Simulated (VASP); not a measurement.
MoS2:

```
Mo S
1.0
     6.36289    0.00000    0.00000
     0.00000    6.36289    0.00000
     0.00000    0.00000    4.19951
Mo S
2 4
Direct
  0.00000 0.00000 0.00000
  0.50000 0.50000 0.50000
  0.30500 0.30500 0.00000
  0.19500 0.80500 0.50000
  0.80500 0.19500 0.50000
  0.69500 0.69500 0.00000
```

* Program: VASP 6.6.1
* Task: relaxation of cell and atoms
* Functional: PBE
* Potentials or basis: VASP PAW PBE potentials, release 64 (Mo_sv, S)
* Cutoff: 600 eV
* k mesh: 4 × 4 × 6
* Occupations: fermi-dirac, width 0.02 eV
* Spin: no spin polarisation

At the start: pressure -20.0 GPa; volume 28.34 Å³/atom.

**Question.** How do energy, volume and symmetry change on relaxing?

**Answer.** Over 16 steps the energy falls by 978.9 meV/atom and the volume is 18.55 Å³/atom (-34.5 %); space group P4_2/mnm (No. 136, to 0.1 Å) before and after.

The path:
| step | energy change (eV) | largest force (eV/Å) | pressure (GPa) | volume (Å³) |
| --- | --- | --- | --- | --- |
| 1 | 0.0000 | 0.4806 | -20.03 | 170.02 |
| 2 | -3.3109 | 3.7852 | 35.46 | 96.66 |
| 3 | -5.1800 | 1.2496 | -0.92 | 116.73 |
| 4 | -5.1841 | 1.3258 | 0.10 | 115.80 |
| 5 | -5.5285 | 0.8610 | 0.13 | 114.00 |
| 6 | -5.8161 | 0.2259 | 1.10 | 110.86 |
| 7 | -5.8610 | 0.0639 | -1.74 | 112.85 |
| 8 | -5.8693 | 0.0014 | -1.01 | 112.30 |
| 9 | -5.8666 | 0.1575 | 1.34 | 110.32 |
| 10 | -5.8727 | 0.0654 | -0.03 | 111.45 |
| 11 | -5.8732 | 0.0200 | 0.05 | 111.31 |
| 12 | -5.8733 | 0.0042 | 0.08 | 111.27 |
| 13 | -5.8733 | 0.0080 | -0.10 | 111.39 |
| 14 | -5.8733 | 0.0049 | -0.06 | 111.36 |
| 15 | -5.8734 | 0.0039 | 0.03 | 111.28 |
| 16 | -5.8734 | 0.0011 | 0.00 | 111.31 |

Final structure:
```yaml
crystal:
  lattice:
    - [5.87576, 0.00000, 0.00000]
    - [0.00000, 5.87576, 0.00000]
    - [0.00000, 0.00000, 3.22400]
  atoms:
    - { symbol: Mo, position: [0.00000, 0.00000, 0.00000] }
    - { symbol: Mo, position: [0.50000, 0.50000, 0.50000] }
    - { symbol: S, position: [0.28605, 0.28605, 0.00000] }
    - { symbol: S, position: [0.21395, 0.78605, 0.50000] }
    - { symbol: S, position: [0.78605, 0.21395, 0.50000] }
    - { symbol: S, position: [0.71395, 0.71395, 0.00000] }
```

Caveat: the volume moved by over 15 % at a fixed basis, so the end points are rough; the structure was generated, so it needn't be the stable form of MoS2.
